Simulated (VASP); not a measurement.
Wanted: the native input for a VASP 6.6.1 run.

```
Task                   : single point
Functional             : PBEsol
Potentials or basis    : VASP PAW PBE potentials, release 64 (Ga_d, Co)
Cutoff                 : 520 eV
k mesh                 : 18 × 18 × 18
Occupations            : gaussian, width 0.15 eV
Spin                   : no spin polarisation
Dipole correction      : no
Further INCAR settings : ALGO = Fast; EDIFF = 1e-07; NBANDS = 18
```

The structure of GaCo lies in POSCAR:

```
GaCo
1.0
    3.3282958276      0.0000000000      0.0000000000
    0.0000000000      3.3282958276      0.0000000000
    0.0000000000      0.0000000000      2.1633922879
Ga Co
1 1
Direct
    0.5000000000      0.5000000000      0.5000000000
    0.0000000000      0.0000000000      0.0000000000
```

This cell differs from its parent crystal: ratio of the length along z to the lengths across it x 0.65, volume and fractional coordinates fixed.

The input as run:

INCAR

```
PREC = Accurate ; ENCUT = 520
EDIFF = 1E-7 ; ISMEAR = 0
SIGMA = 0.15 ; LREAL = F
LASPH = T ; NELM = 60
ALGO = Fast ; ISIF = 2
LWAVE = F ; LCHARG = T
GGA = PS ; LELF = T
LVHAR = T ; NBANDS = 18
```

KPOINTS

```
regular mesh
0
Gamma
  18 18 18
```

Potentials or basis: VASP PAW PBE potentials, release 64 (Ga_d, Co).

Command:

```console
$ cat potpaw_PBE.64/Ga_d/POTCAR potpaw_PBE.64/Co/POTCAR > POTCAR
$ mpirun -np 1 vasp_std > vasp.out
```

Results of the run:

```json
{
 "Pressure": "17.3 GPa",
 "Band gap on the k mesh": "zero (band 11 reaches 11.47 eV, above the bottom of band 12 at 8.89 eV)"
}
```

Caveat: the PAW data sets were made with another functional, which shifts forces and pressure a little.

Run time: 2.5 min on 1 thread of Intel(R) Xeon(R) 6975P-C (Granite Rapids), with other jobs on the host, peak memory 0.35 GiB.
